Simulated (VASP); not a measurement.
# HgS2 (P4_2/mnm) in VASP: single point with r2SCAN

Aim: the single point of HgS2 with r2SCAN.

Everything below comes from runs of VASP 6.6.1. Logs are shortened: lines on timing, memory, paths and dates and some standing lists are left out, and cuts for length are marked.

### 1 The cell of the first run

The structure is tetragonal, space group P4_2/mnm (No. 136). The conventional cell has a = 6.904 Å, b = 6.904 Å, c = 3.610 Å, α = 90.00°, β = 90.00°, γ = 90.00°. Hg (site symmetry mmm) has 4 S at 2.40 Å within 3.2 Å. S (site symmetry m2m) has 2 Hg at 2.40 Å and 1 S at 3.18 Å within 3.2 Å.

### 2 Single point, r2SCAN

POSCAR

```
HgS2
1.0
    6.9043149583      0.0000000000      0.0000000000
    0.0000000000      6.9043149583      0.0000000000
    0.0000000000      0.0000000000      3.6100370725
Hg S
2 4
Direct
    0.0000000000      0.0000000000      0.0000000000
    0.5000000000      0.5000000000      0.5000000000
    0.3373255616      0.3373255616      0.0000000000
    0.1626744384      0.8373255616      0.5000000000
    0.6626744384      0.6626744384      0.0000000000
    0.8373255616      0.1626744384      0.5000000000
```

INCAR.step1

```
PREC     = Accurate       # precision mode
ENCUT    = 520            # plane-wave cutoff, eV
ISMEAR   = 0              # smearing method
SIGMA    = 0.01           # smearing width, eV
LREAL    = F              # projectors in reciprocal space
LASPH    = T              # aspherical terms in the spheres
NELM     = 60             # most SCF steps
NBANDS   = 33             # bands
GGA      = PE             # functional
ALGO     = Normal         # electronic algorithm
EDIFF    = 1E-4           # SCF threshold, eV
LWAVE    = T              # write WAVECAR
LCHARG   = F              # write CHGCAR
```

INCAR.step2

```
PREC     = Accurate       # precision mode
ENCUT    = 520            # plane-wave cutoff, eV
EDIFF    = 1E-6           # SCF threshold, eV
ISMEAR   = 0              # smearing method
SIGMA    = 0.01           # smearing width, eV
LREAL    = F              # projectors in reciprocal space
LASPH    = T              # aspherical terms in the spheres
NELM     = 60             # most SCF steps
ALGO     = Normal         # electronic algorithm
ISIF     = 2              # what is computed and relaxed
LWAVE    = F              # write WAVECAR
LCHARG   = F              # write CHGCAR
METAGGA  = R2SCAN         # meta-GGA
LMIXTAU  = T            
NBANDS   = 33             # bands
ISTART   = 1
```

KPOINTS

```
regular mesh
0
Gamma
  6 6 10
```

Potentials or basis: VASP PAW PBE potentials, release 64 (Hg, S).

Started as:

```sh
$ cat potpaw_PBE.64/Hg/POTCAR potpaw_PBE.64/S/POTCAR > POTCAR
$ cp INCAR.step1 INCAR
$ mpirun -np 1 vasp_std > vasp.out
$ cp INCAR.step2 INCAR
$ mpirun -np 1 vasp_std > vasp.out
```

OUTCAR:

```text
PREC = Accurate
   ENCUT = 520
   EDIFF = 1E-6
   ISMEAR = 0
   LREAL = F
   LASPH = T
   NELM = 60
   ISIF = 2
   METAGGA = R2SCAN
   ISTART = 1

 ion  position               nearest neighbor table
   1  0.000  0.000  0.000-   4 2.40   6 2.40   4 2.40   6 2.40   5 3.29   3 3.29
   2  0.500  0.500  0.500-   3 2.40   5 2.40   3 2.40   5 2.40   4 3.29   6 3.29
   3  0.337  0.337  0.000-   2 2.40   2 2.40   1 3.29
   4  0.163  0.837  0.500-   1 2.40   1 2.40   2 3.29
   5  0.663  0.663  0.000-   2 2.40   2 2.40   1 3.29
   6  0.837  0.163  0.500-   1 2.40   1 2.40   2 3.29

  LATTYP: Found a simple tetragonal cell.
 ALAT       =     6.9043149583
 C/A-ratio  =     0.5228668006

  Lattice vectors:

 A1 = (   6.9043149583,   0.0000000000,   0.0000000000)
 A2 = (   0.0000000000,   6.9043149583,   0.0000000000)
 A3 = (   0.0000000000,   0.0000000000,   3.6100370725)

Analysis of symmetry for initial positions (statically):
=====================================================================
 Subroutine PRICEL returns:
 Original cell was already a primitive cell.

 Routine SETGRP: Setting up the symmetry group for a
 simple tetragonal supercell.

 Subroutine GETGRP returns: Found 16 space group operations
 (whereof  8 operations were pure point group operations)
 out of a pool of 16 trial point group operations.

The static configuration has the point symmetry D_2h.
 The point group associated with its full space group is D_4h.

Analysis of symmetry for dynamics (positions and initial velocities):
=====================================================================
 Subroutine PRICEL returns:
 Original cell was already a primitive cell.

 Routine SETGRP: Setting up the symmetry group for a
 simple tetragonal supercell.

 Subroutine GETGRP returns: Found 16 space group operations
 (whereof  8 operations were pure point group operations)
 out of a pool of 16 trial point group operations.

The dynamic configuration has the point symmetry D_2h.
 The point group associated with its full space group is D_4h.

 Subroutine INISYM returns: Found 16 space group operations
 (whereof  8 operations are pure point group operations),
 and found     1 'primitive' translations

----------------------------------------------------------------------------------------

                                     Primitive cell

  volume of cell :     172.0889

  direct lattice vectors                    reciprocal lattice vectors
     6.904314958  0.000000000  0.000000000     0.144836962  0.000000000  0.000000000
     0.000000000  6.904314958  0.000000000     0.000000000  0.144836962  0.000000000
     0.000000000  0.000000000  3.610037072     0.000000000  0.000000000  0.277005466

  length of vectors
     6.904314958  6.904314958  3.610037072     0.144836962  0.144836962  0.277005466

  position of ions in fractional coordinates (direct lattice)
     0.000000000  0.000000000  0.000000000
     0.500000000  0.500000000  0.500000000
     0.337325562  0.337325562  0.000000000
     0.162674438  0.837325562  0.500000000
     0.662674438  0.662674438  0.000000000
     0.837325562  0.162674438  0.500000000

  ion indices of the primitive-cell ions
   primitive index   ion index
                 1           1
                 2           2
                 3           3
                 4           4
                 5           5
                 6           6

----------------------------------------------------------------------------------------

 KPOINTS: regular mesh

Automatic generation of k-mesh.
 Grid dimensions read from file:
 generate k-points for:    6    6   10

 Generating k-lattice:

  Cartesian coordinates                     Fractional coordinates (reciprocal lattice)
     0.024139494  0.000000000  0.000000000     0.166666667  0.000000000  0.000000000
     0.000000000  0.024139494  0.000000000     0.000000000  0.166666667  0.000000000
     0.000000000  0.000000000  0.027700547     0.000000000  0.000000000  0.100000000

  Length of vectors
     0.024139494  0.024139494  0.027700547

  Shift w.r.t. Gamma in fractional coordinates (k-lattice)
     0.000000000  0.000000000  0.000000000

 Subroutine IBZKPT returns following result:
 ===========================================

 Found     60 irreducible k-points:

 Following reciprocal coordinates:
            Coordinates               Weight
  0.000000  0.000000  0.000000      1.000000
  0.166667  0.000000  0.000000      4.000000
  0.333333  0.000000  0.000000      4.000000
  0.500000  0.000000  0.000000      2.000000
  0.166667  0.166667  0.000000      4.000000
  0.333333  0.166667  0.000000      8.000000
[... 16 lines left out ...]
  0.333333  0.000000  0.200000      8.000000
  0.500000  0.000000  0.200000      4.000000
 [... further k-points ...]
   k-points           NKPTS =     60   k-points in BZ     NKDIM =     60   number of bands    NBANDS=     33
   number of dos      NEDOS =    301   number of ions     NIONS =      6
   total plane-waves  NPLWV =  81648
   dimension x,y,z NGX =    54 NGY =   54 NGZ =   28
   dimension x,y,z NGXF=   108 NGYF=  108 NGZF=   56
   ions per type =               2   4
   NGX,Y,Z   is equivalent  to a cutoff of  13.00, 13.00, 12.89 a.u.
   NGXF,Y,Z  is equivalent  to a cutoff of  26.00, 26.00, 25.79 a.u.
 SYSTEM =  unknown system
   PREC   = accura    normal or accurate (medium, high low for compatibility)
   ISTART =      1    job   : 0-new  1-cont  2-samecut
   ICHARG =      0    charge: 1-file 2-atom 10-const
   ISPIN  =      1    spin polarized calculation?
   LNONCOLLINEAR =      F non collinear calculations
   LSORBIT =      F    spin-orbit coupling
   LASPH  =      T    aspherical Exc in radial PAW
   ENCUT  =  520.0 eV  38.22 Ry    6.18 a.u.  12.84 12.84  6.71*2*pi/ulx,y,z
   NELM   =     60;   NELMIN=  2; NELMDL=  0     # of ELM steps
   EDIFF  = 0.1E-05   stopping-criterion for ELM
   LREAL  =      F    real-space projection
   EDIFFG = 0.1E-04   stopping-criterion for IOM
   NSW    =      0    number of steps for IOM
   IBRION =     -1    ionic relax: 0-MD 1-quasi-New 2-CG
   NFREE  =      0    steps in history (QN), initial steepest desc. (CG)
   ISIF   =      2    stress and relaxation
   ISYM   =      2    0-nonsym 1-usesym 2-fastsym
   POTIM  = 0.5000    time-step for ionic-motion
   TEBEG  =    0.0;   TEEND  =   0.0 temperature during run
   PSTRESS=    0.0 pullay stress
   NELECT =      48.0000    total number of electrons
   NUPDOWN=      -1.0000    fix difference up-down
   EMIN   =  10.00;   EMAX   =-10.00  energy-range for DOS
   EFERMI =   0.00;   METHOD = LEGACY
   ISMEAR =     0;   SIGMA  =   0.01  broadening in eV -4-tet -1-fermi 0-gaus
   EFERMI_NEDOS =   21; number of points for ismear=-14 and -15
   IALGO  =     38    algorithm
   IMIX   =      4    mixing-type and parameters
     AMIX     =   0.40;   BMIX     =  1.00
     AMIX_MAG =   1.60;   BMIX_MAG =  1.00
  volume/ion in A,a.u.               =      28.68       193.55
  Fermi-wavevector in a.u.,A,eV,Ry     =   1.069640  2.021326 15.566829  1.144130
  Thomas-Fermi vector in A             =   2.205326
   LORBIT       =      0    0 simple, 1 ext, 2 COOP (PROOUT), +10 PAW based schemes
   METAGGA = R2SCAN    functional components
   LHFCALC =     F    Hartree Fock is set to
   AEXX    =    0.0000 exact exchange contribution
   IVDW    =     0    specifies the selected vdW correction
   LEPSILON=     F    determine dielectric tensor
   LRPA    =     F    only Hartree local field effects (RPA)
 non-spin polarized calculation
 Gauss-broadening in eV      SIGMA  =   0.01
  energy-cutoff  :      520.00
  volume of cell :      172.09
 maximum number of plane-waves:      4681
 NGX is ok and might be reduce to    54
   NGX = 25   NGY = 25   NGZ = 13

 number of electron      48.0000002 magnetization

 Free energy of the ion-electron system (eV)
  ---------------------------------------------------
  ext. energy  EPLUGINS =         0.00000000
  ---------------------------------------------------
  free energy    TOTEN  =      -127.94777957 eV

  energy without entropy =     -127.94777957  energy(sigma->0) =     -127.94777957

 E-fermi :   0.6663     XC(G=0):  -8.8221

 val. band max:        0.5887842304   @ k =   0.0000   0.0000   0.0000
 cond. band min:       0.9300886926   @ k =   0.3333   0.1667   0.2000
 fundamental gap:      0.3413044622
 Fermi energy:         0.6662777970

 k-point     1 :       0.0000    0.0000    0.0000
  band No.  band energies     occupation
      1     -13.5603      2.00000
      2     -13.2239      2.00000
      3     -11.7797      2.00000
      4     -11.7797      2.00000
      5      -8.2605      2.00000
      6      -8.2605      2.00000
[... 25 lines left out ...]
     32       8.0265      0.00000
     33       8.0265      0.00000

 k-point     2 :       0.1667    0.0000    0.0000
  band No.  band energies     occupation
      1     -13.5389      2.00000
      2     -13.2475      2.00000
      3     -11.7811      2.00000
      4     -11.7808      2.00000
      5      -8.2604      2.00000
      6      -8.2604      2.00000
[... 25 lines left out ...]
     32       7.9012      0.00000
     33       8.0850      0.00000

 k-point     3 :       0.3333    0.0000    0.0000
  band No.  band energies     occupation
      1     -13.4796      2.00000
      2     -13.3113      2.00000
      3     -11.7835      2.00000
      4     -11.7830      2.00000
      5      -8.2604      2.00000
      6      -8.2604      2.00000
[... 25 lines left out ...]
     32       7.6064      0.00000
     33       8.6390      0.00000

 k-point     4 :       0.5000    0.0000    0.0000
  band No.  band energies     occupation
      1     -13.3966      2.00000
      2     -13.3966      2.00000
      3     -11.7843      2.00000
      4     -11.7843      2.00000
      5      -8.2604      2.00000
      6      -8.2604      2.00000
[... 25 lines left out ...]
     32       7.2934      0.00000
     33       8.9737      0.00000

 k-point     5 :       0.1667    0.1667    0.0000
  band No.  band energies     occupation
      1     -13.5198      2.00000
      2     -13.2674      2.00000
      3     -11.7833      2.00000
      4     -11.7815      2.00000
      5      -8.2605      2.00000
      6      -8.2604      2.00000
[... 604 lines left out ...]
 k-point    22 :       0.1667    0.0000    0.2000
  band No.  band energies     occupation
      1     -13.1609      2.00000
      2     -12.8894      2.00000
      3     -12.0520      2.00000
      4     -12.0519      2.00000
      5      -7.6661      2.00000
      6      -7.6647      2.00000
[... 25 lines left out ...]
     32       9.0429      0.00000
     33       9.2332      0.00000

 k-point    23 :       0.3333    0.0000    0.2000
  band No.  band energies     occupation
      1     -13.1057      2.00000
      2     -12.9489      2.00000
      3     -12.0528      2.00000
      4     -12.0526      2.00000
      5      -7.6786      2.00000
      6      -7.6767      2.00000
[... 25 lines left out ...]
     32       8.6149      0.00000
     33       9.2676      0.00000

 k-point    24 :       0.5000    0.0000    0.2000
  band No.  band energies     occupation
      1     -13.0284      2.00000
      2     -13.0284      2.00000
      3     -12.0531      2.00000
      4     -12.0531      2.00000
      5      -7.6831      2.00000
      6      -7.6831      2.00000
[... 25 lines left out ...]
     32       8.1548      0.00000
     33       9.5040      0.00000

 [... further k-points ...]
[... 5 lines left out ...]
  --------------------------------------------------------------------------------------
  -------------------------------------------------------------------------------------
  Total        0.3081528      0.3081528      0.9318969     -0.0000000      0.0000000      0.0000000
  in kB        2.8689554      2.8689554      8.6761211     -0.0000000      0.0000000      0.0000000
  external PRESSURE =       4.8046773 kB  Pullay stress =       0.0000000 kB

 VOLUME and BASIS-vectors are now :
 -----------------------------------------------------------------------------
  energy-cutoff  :      520.00
  volume of cell :      172.09
      direct lattice vectors                 reciprocal lattice vectors
     6.904314958  0.000000000  0.000000000     0.144836962  0.000000000  0.000000000
     0.000000000  6.904314958  0.000000000     0.000000000  0.144836962  0.000000000
     0.000000000  0.000000000  3.610037072     0.000000000  0.000000000  0.277005466

 POSITION                                       TOTAL-FORCE (eV/Angst)
 -----------------------------------------------------------------------------------
      0.00000      0.00000      0.00000         0.000000      0.000000      0.000000
      3.45216      3.45216      1.80502         0.000000      0.000000      0.000000
      2.32900      2.32900      0.00000        -0.070728     -0.070728     -0.000000
      1.12316      5.78116      1.80502         0.070728     -0.070728      0.000000
      4.57531      4.57531      0.00000         0.070728      0.070728      0.000000
      5.78116      1.12316      1.80502        -0.070728      0.070728      0.000000
 -----------------------------------------------------------------------------------
    total drift:                               -0.000000      0.000000      0.000000

  FREE ENERGIE OF THE ION-ELECTRON SYSTEM (eV)
  ---------------------------------------------------
  free  energy   TOTEN  =      -127.9477795717 eV

  energy  without entropy=     -127.9477795717  energy(sigma->0) =     -127.94777957
```

Run time: 17 min. Hardware: 1 thread of AMD EPYC 7R13 (Zen 3), shared host; peak memory 0.45 GiB.

Results:

* Free energy: -127.9478 eV
* Pressure: 0.5 GPa
* Largest force: 0.100 eV/Å
* Band gap on the k mesh: 0.34 eV, indirect (least direct gap 0.60 eV)

Forces in eV/Å, atoms in the order of the input:
```
Hg   0.000  0.000  0.000
Hg   0.000  0.000  0.000
S   -0.071 -0.071  0.000
S    0.071 -0.071  0.000
S    0.071  0.071  0.000
S   -0.071  0.071  0.000
```

Stress tensor (GPa, compression positive):
```
0.29 0.00 0.00
0.00 0.29 0.00
0.00 0.00 0.87
```

Caveat: the PAW data sets were made with another functional, which shifts forces and pressure a little; spin-orbit coupling is left out, which moves the levels of the heavy elements. A k mesh can miss the band edges.
